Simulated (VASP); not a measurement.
# PtSe2 (Sudovikovite) (P-3m1) in VASP: further runs

PtSe2 (Sudovikovite) is run at these levels: RPBE+D3(BJ); tasks: single point.

Program: VASP 6.6.1. These are calculated values, not measurements. Logs are shortened: lines on timing, memory, paths and dates and some standing lists are left out, and cuts for length are marked.

**1. The cell of the first run**

The structure is trigonal, space group P-3m1 (No. 164). Conventional cell: a = 3.674 Å, b = 3.674 Å, c = 4.994 Å, α = 90.00°, β = 90.00°, γ = 120.00°. Within 3.2 Å of Pt (site symmetry -3m) lie 6 Se at 2.46 Å. Within 3.2 Å of Se (site symmetry 3m) lie 3 Pt at 2.46 Å.

**2. Single point, RPBE+D3(BJ)**

Input file INCAR:

```
SYSTEM = PtSe2
PREC     = Accurate       ! precision mode
ENCUT    = 520            ! plane-wave cutoff, eV
EDIFF    = 1E-7           ! SCF threshold, eV
ISMEAR   = -1             ! smearing method
SIGMA    = 0.05           ! smearing width, eV
LREAL    = .False.        ! projectors in reciprocal space
LASPH    = .True.         ! aspherical terms in the spheres
NELM     = 80             ! most SCF steps
ALGO     = Normal         ! electronic algorithm
ISIF     = 2              ! what is computed and relaxed
LWAVE    = .False.        ! write WAVECAR
LCHARG   = .True.         ! write CHGCAR
GGA      = RP             ! functional
IVDW     = 12             ! dispersion correction
LELF     = .True.         ! ELF
LVHAR    = .True.       
NBANDS   = 18             ! bands
```

Input file KPOINTS:

```
regular mesh
0
Gamma
  8 8 5
  0 0 0
```

Input file POSCAR:

```
PtSe2
1.0
    3.6736695059      0.0000000000      0.0000000000
   -1.8368347530      3.1814911172      0.0000000000
    0.0000000000      0.0000000000      4.9935862081
Pt Se
1 2
Direct
    0.0000000000      0.0000000000      0.0000000000
    0.6666666667      0.3333333333      0.7500000000
    0.3333333333      0.6666666667      0.2500000000
```

Potentials or basis: VASP PAW PBE potentials, release 64 (Pt, Se).

The run is started by

```
> cat potpaw_PBE.64/Pt/POTCAR potpaw_PBE.64/Se/POTCAR > POTCAR
> mpirun -np 1 vasp_std > vasp.out
```

OUTCAR:

```text
SYSTEM = PtSe2
   PREC = Accurate
   ENCUT = 520
   EDIFF = 1E-7
   ISMEAR = -1
   LREAL = .False.
   LASPH = .True.
   NELM = 80
   ISIF = 2
   GGA = RP
   IVDW = 12
 IVDW          = 12

 ion  position               nearest neighbor table
   1  0.000  0.000  0.000-   2 2.46   3 2.46   2 2.46   3 2.46   2 2.46   3 2.46
   2  0.667  0.333  0.750-   1 2.46   1 2.46   1 2.46
   3  0.333  0.667  0.250-   1 2.46   1 2.46   1 2.46

  LATTYP: Found a hexagonal cell.
 ALAT       =     3.6736695059
 C/A-ratio  =     1.3592910849

  Lattice vectors:

 A1 = (   3.6736695059,   0.0000000000,   0.0000000000)
 A2 = (  -1.8368347530,   3.1814911172,   0.0000000000)
 A3 = (   0.0000000000,   0.0000000000,   4.9935862081)

Analysis of symmetry for initial positions (statically):
=====================================================================
 Subroutine PRICEL returns:
 Original cell was already a primitive cell.

 Routine SETGRP: Setting up the symmetry group for a
 hexagonal supercell.

 Subroutine GETGRP returns: Found 12 space group operations
 (whereof 12 operations were pure point group operations)
 out of a pool of 24 trial point group operations.

The static configuration has the point symmetry D_3d.

Analysis of symmetry for dynamics (positions and initial velocities):
=====================================================================
 Subroutine PRICEL returns:
 Original cell was already a primitive cell.

 Routine SETGRP: Setting up the symmetry group for a
 hexagonal supercell.

 Subroutine GETGRP returns: Found 12 space group operations
 (whereof 12 operations were pure point group operations)
 out of a pool of 24 trial point group operations.

The dynamic configuration has the point symmetry D_3d.

 Subroutine INISYM returns: Found 12 space group operations
 (whereof 12 operations are pure point group operations),
 and found     1 'primitive' translations

----------------------------------------------------------------------------------------

                                     Primitive cell

  volume of cell :      58.3638

  direct lattice vectors                    reciprocal lattice vectors
     3.673669506  0.000000000  0.000000000     0.272207393  0.157159012  0.000000000
    -1.836834753  3.181491117  0.000000000     0.000000000  0.314318024  0.000000000
     0.000000000  0.000000000  4.993586208     0.000000000  0.000000000  0.200256881

  length of vectors
     3.673669506  3.673669506  4.993586208     0.314318024  0.314318024  0.200256881

  position of ions in fractional coordinates (direct lattice)
     0.000000000  0.000000000  0.000000000
     0.666666667  0.333333333  0.750000000
     0.333333333  0.666666667  0.250000000

  ion indices of the primitive-cell ions
   primitive index   ion index
                 1           1
                 2           2
                 3           3

----------------------------------------------------------------------------------------

 KPOINTS: regular mesh

Automatic generation of k-mesh.
 Grid dimensions read from file:
 generate k-points for:    8    8    5

 Generating k-lattice:

  Cartesian coordinates                     Fractional coordinates (reciprocal lattice)
     0.034025924  0.019644876  0.000000000     0.125000000  0.000000000  0.000000000
     0.000000000  0.039289753  0.000000000     0.000000000  0.125000000  0.000000000
     0.000000000  0.000000000  0.040051376     0.000000000  0.000000000  0.200000000

  Length of vectors
     0.039289753  0.039289753  0.040051376

  Shift w.r.t. Gamma in fractional coordinates (k-lattice)
     0.000000000  0.000000000  0.000000000

 Subroutine IBZKPT returns following result:
 ===========================================

 Found     40 irreducible k-points:

 Following reciprocal coordinates:
            Coordinates               Weight
  0.000000  0.000000  0.000000      1.000000
  0.125000  0.000000  0.000000      6.000000
  0.250000  0.000000  0.000000      6.000000
  0.375000 -0.000000  0.000000      6.000000
  0.500000  0.000000  0.000000      3.000000
  0.125000  0.125000  0.000000      6.000000
[... 16 lines left out ...]
 -0.125000  0.500000  0.200000     12.000000
  0.250000  0.250000  0.200000     12.000000
 [... further k-points ...]
   k-points           NKPTS =     40   k-points in BZ     NKDIM =     40   number of bands    NBANDS=     18
   number of dos      NEDOS =    301   number of ions     NIONS =      3
   total plane-waves  NPLWV =  31360
   dimension x,y,z NGX =    28 NGY =   28 NGZ =   40
   dimension x,y,z NGXF=    56 NGYF=   56 NGZF=   80
   ions per type =               1   2
   NGX,Y,Z   is equivalent  to a cutoff of  12.67, 12.67, 13.32 a.u.
   NGXF,Y,Z  is equivalent  to a cutoff of  25.34, 25.34, 26.63 a.u.
 SYSTEM =  PtSe2
   PREC   = accura    normal or accurate (medium, high low for compatibility)
   ISTART =      0    job   : 0-new  1-cont  2-samecut
   ICHARG =      2    charge: 1-file 2-atom 10-const
   ISPIN  =      1    spin polarized calculation?
   LNONCOLLINEAR =      F non collinear calculations
   LSORBIT =      F    spin-orbit coupling
   LASPH  =      T    aspherical Exc in radial PAW
   ENCUT  =  520.0 eV  38.22 Ry    6.18 a.u.   6.83  6.83  9.28*2*pi/ulx,y,z
   NELM   =     80;   NELMIN=  2; NELMDL= -5     # of ELM steps
   EDIFF  = 0.1E-06   stopping-criterion for ELM
   LREAL  =      F    real-space projection
   EDIFFG = 0.1E-05   stopping-criterion for IOM
   NSW    =      0    number of steps for IOM
   IBRION =     -1    ionic relax: 0-MD 1-quasi-New 2-CG
   NFREE  =      0    steps in history (QN), initial steepest desc. (CG)
   ISIF   =      2    stress and relaxation
   ISYM   =      2    0-nonsym 1-usesym 2-fastsym
   POTIM  = 0.5000    time-step for ionic-motion
   TEBEG  =    0.0;   TEEND  =   0.0 temperature during run
   PSTRESS=    0.0 pullay stress
   NELECT =      22.0000    total number of electrons
   NUPDOWN=      -1.0000    fix difference up-down
   EMIN   =  10.00;   EMAX   =-10.00  energy-range for DOS
   EFERMI =   0.00;   METHOD = LEGACY
   ISMEAR =    -1;   SIGMA  =   0.05  broadening in eV -4-tet -1-fermi 0-gaus
   EFERMI_NEDOS =   21; number of points for ismear=-14 and -15
   IALGO  =     38    algorithm
   IMIX   =      4    mixing-type and parameters
     AMIX     =   0.40;   BMIX     =  1.00
     AMIX_MAG =   1.60;   BMIX_MAG =  1.00
  volume/ion in A,a.u.               =      19.45       131.29
  Fermi-wavevector in a.u.,A,eV,Ry     =   1.182591  2.234773 19.028043  1.398522
  Thomas-Fermi vector in A             =   2.318842
   LORBIT       =      0    0 simple, 1 ext, 2 COOP (PROOUT), +10 PAW based schemes
   GGA     = RP    functional components
   LHFCALC =     F    Hartree Fock is set to
   AEXX    =    0.0000 exact exchange contribution
   IVDW    =    12    specifies the selected vdW correction
   LEPSILON=     F    determine dielectric tensor
   LRPA    =     F    only Hartree local field effects (RPA)
 non-spin polarized calculation
  energy-cutoff  :      520.00
  volume of cell :       58.36
 maximum number of plane-waves:      1588
 NGX is ok and might be reduce to    28
   NGX = 13   NGY = 13   NGZ = 19

 number of electron      22.0000001 magnetization

 Free energy of the ion-electron system (eV)
  ---------------------------------------------------
  ext. energy  EPLUGINS =         0.00000000
  ---------------------------------------------------
  free energy    TOTEN  =       -12.57596177 eV

  energy without entropy =      -12.57084746  energy(sigma->0) =      -12.57340462

 E-fermi :   7.2935     XC(G=0): -10.7218

 val. band max:        7.2820682538   @ k =   0.0000   0.1250   0.2000
 cond. band min:       7.3576316115   @ k =   0.3750   0.2500   0.0000
 fundamental gap:      0.0755633577
 Fermi energy:         7.2934776527

 k-point     1 :       0.0000    0.0000    0.0000
  band No.  band energies     occupation
      1      -8.8694      2.00000
      2      -5.7902      2.00000
      3      -0.3533      2.00000
      4       0.3563      2.00000
      5       0.3563      2.00000
      6       2.9125      2.00000
[... 10 lines left out ...]
     17      14.4911      0.00000
     18      19.2629      0.00000

 k-point     2 :       0.1250    0.0000    0.0000
  band No.  band energies     occupation
      1      -8.6821      2.00000
      2      -5.8834      2.00000
      3      -0.1393      2.00000
      4       0.4764      2.00000
      5       0.4963      2.00000
      6       2.6604      2.00000
[... 10 lines left out ...]
     17      15.0743      0.00000
     18      17.1135      0.00000

 k-point     3 :       0.2500    0.0000    0.0000
  band No.  band energies     occupation
      1      -8.1636      2.00000
      2      -6.1162      2.00000
      3       0.3810      2.00000
      4       0.7670      2.00000
      5       0.8948      2.00000
      6       1.7354      2.00000
[... 10 lines left out ...]
     17      15.5785      0.00000
     18      15.5963      0.00000

 k-point     4 :       0.3750   -0.0000    0.0000
  band No.  band energies     occupation
      1      -7.4628      2.00000
      2      -6.4193      2.00000
      3       0.0301      2.00000
      4       1.0083      2.00000
      5       1.2783      2.00000
      6       1.9069      2.00000
[... 375 lines left out ...]
      4       0.8570      2.00000
      5       1.7414      2.00000
      6       1.7622      2.00000
[... 10 lines left out ...]
     17      16.4270      0.00000
     18      16.9068      0.00000

 k-point    23 :      -0.1250    0.5000    0.2000
  band No.  band energies     occupation
      1      -7.0950      2.00000
      2      -6.5024      2.00000
      3      -0.4222      2.00000
      4       0.6960      2.00000
      5       1.2920      2.00000
      6       2.4685      2.00000
[... 10 lines left out ...]
     17      16.5994      0.00000
     18      17.2937      0.00000

 k-point    24 :       0.2500    0.2500    0.2000
  band No.  band energies     occupation
      1      -7.0800      2.00000
      2      -6.5369      2.00000
      3       0.1415      2.00000
      4       0.5813      2.00000
      5       1.1275      2.00000
      6       1.9363      2.00000
[... 10 lines left out ...]
     17      15.7702      0.00000
     18      16.3702      0.00000

 [... further k-points ...]

------------------------ aborting loop because EDIFF is reached ----------------------------------------

 Edisp (eV)   -6.61779

 E8    (eV) :    -4.1507

  FORCE on cell =-STRESS in cart. coord.  units (eV):
  Direction    XX          YY          ZZ          XY          YZ          ZX
  --------------------------------------------------------------------------------------
  -------------------------------------------------------------------------------------
  Total      -1.69348    -1.69348    -2.30505     0.00000     0.00000     0.00000
  in kB     -46.48880   -46.48880   -63.27718     0.00000     0.00000     0.00000
  external pressure =      -52.08 kB  Pullay stress =        0.00 kB

 VOLUME and BASIS-vectors are now :
 -----------------------------------------------------------------------------
  energy-cutoff  :      520.00
  volume of cell :       58.36
      direct lattice vectors                 reciprocal lattice vectors
     3.673669506  0.000000000  0.000000000     0.272207393  0.157159012  0.000000000
    -1.836834753  3.181491117  0.000000000     0.000000000  0.314318024  0.000000000
     0.000000000  0.000000000  4.993586208     0.000000000  0.000000000  0.200256881

 POSITION                                       TOTAL-FORCE (eV/Angst)
 -----------------------------------------------------------------------------------
      0.00000      0.00000      0.00000         0.000000      0.000000      0.000000
      1.83683      1.06050      3.74519        -0.000000     -0.000000     -0.900281
     -0.00000      2.12099      1.24840         0.000000      0.000000      0.900281
 -----------------------------------------------------------------------------------
    total drift:                               -0.000000     -0.000000     -0.000000

  FREE ENERGIE OF THE ION-ELECTRON SYSTEM (eV)
  ---------------------------------------------------
  free  energy   TOTEN  =       -19.1937506966 eV

  energy  without entropy=      -19.1886363868  energy(sigma->0) =      -19.19119354
```

Wall time 49 s (1 thread of Intel Xeon Platinum 8488C (Sapphire Rapids), shared host); peak memory 0.2 GiB.

Results:

```yaml
Free_energy: -19.1938 eV
Pressure: -5.2 GPa
Largest_force: 0.900 eV/Å
Band_gap_on_the_k_mesh: zero (band 11 reaches 7.63 eV, above the bottom of band 12 at 7.36 eV)
Dispersion_energy_per_atom: -2.206 eV
```

Forces in eV/Å, atoms in the order of the input:
```
Pt   0.000  0.000  0.000
Se   0.000  0.000 -0.900
Se   0.000  0.000  0.900
```

Stress tensor (GPa, compression positive):
```
-4.65  0.00  0.00
 0.00 -4.65  0.00
 0.00  0.00 -6.33
```

Levels at points of the mesh, in eV from the Fermi level:
| k point | band 7 | band 8 | band 9 | band 10 | band 11 | band 12 | band 13 | band 14 | band 15 | band 16 |
| --- | --- | --- | --- | --- | --- | --- | --- | --- | --- | --- |
| (0.00, 0.00, 0.00) | -4.38 | -2.81 | -1.21 | -1.21 | 0.33 | 1.45 | 1.45 | 3.50 | 4.56 | 7.20 |
| (0.50, 0.00, 0.00) | -4.00 | -3.83 | -3.82 | -3.72 | -3.17 | 0.63 | 2.42 | 4.85 | 5.81 | 7.15 |

Caveat: the PAW data sets were made with another functional, which shifts forces and pressure a little; spin-orbit coupling is left out, which moves the levels of the heavy elements; pairwise dispersion overbinds metals, which lowers pressure and volume.

**3. Single point, RPBE+D3(BJ)**

This run uses another cell than the first one, of 19.86 Å³/atom, 1.021 times its volume.

Input file INCAR:

```
SYSTEM = PtSe2
ALGO = Normal
EDIFF = 1E-7
ENCUT = 520
GGA = RP
ISIF = 2
ISMEAR = -1
IVDW = 12
LASPH = .TRUE.
LCHARG = .FALSE.
LREAL = .FALSE.
LWAVE = .FALSE.
NBANDS = 18
NELM = 80
PREC = Accurate
SIGMA = 0.05
```

Input file KPOINTS:

```
k-points
0
G
  8 8 5
  0 0 0
```

Input file POSCAR:

```
PtSe2
1.0
    3.6990059583      0.0000000000      0.0000000000
   -1.8495029792      3.2034331287      0.0000000000
    0.0000000000      0.0000000000      5.0280258220
Pt Se
1 2
Direct
    0.0000000000      0.0000000000      0.0000000000
    0.6666666667      0.3333333333      0.7500000000
    0.3333333333      0.6666666667      0.2500000000
```

Potentials or basis: VASP PAW PBE potentials, release 64 (Pt, Se).

The run is started by

```
> cat potpaw_PBE.64/Pt/POTCAR potpaw_PBE.64/Se/POTCAR > POTCAR
> mpirun -np 1 vasp_std > vasp.out
```

Run time: 31 s. Hardware: 1 thread of Intel Xeon Platinum 8488C (Sapphire Rapids), shared host; peak memory 0.21 GiB.

Results (log left out):

```
Free energy                : -19.1442 eV
Pressure                   : -7.8 GPa
Largest force              : 0.585 eV/Å
Band gap on the k mesh     : zero (band 11 reaches 7.33 eV, above the bottom of band 12 at 7.06 eV)
Dispersion energy per atom : -2.152 eV
```

Forces in eV/Å, atoms in the order of the input:
```
Pt   0.000  0.000  0.000
Se   0.000  0.000 -0.585
Se   0.000  0.000  0.585
```

Stress tensor (GPa, compression positive):
```
-7.68  0.00  0.00
 0.00 -7.68  0.00
 0.00  0.00 -8.19
```

Levels at points of the mesh, in eV from the Fermi level:
| k point | band 9 | band 10 | band 11 | band 12 | band 13 | band 14 |
| --- | --- | --- | --- | --- | --- | --- |
| (0.00, 0.00, 0.00) | -1.17 | -1.17 | 0.34 | 1.42 | 1.42 | 3.56 |
| (0.50, 0.00, 0.00) | -3.71 | -3.62 | -3.11 | 0.63 | 2.35 | 4.80 |

Caveat: the PAW data sets were made with another functional, which shifts forces and pressure a little; spin-orbit coupling is left out, which moves the levels of the heavy elements; pairwise dispersion overbinds metals, which lowers pressure and volume.
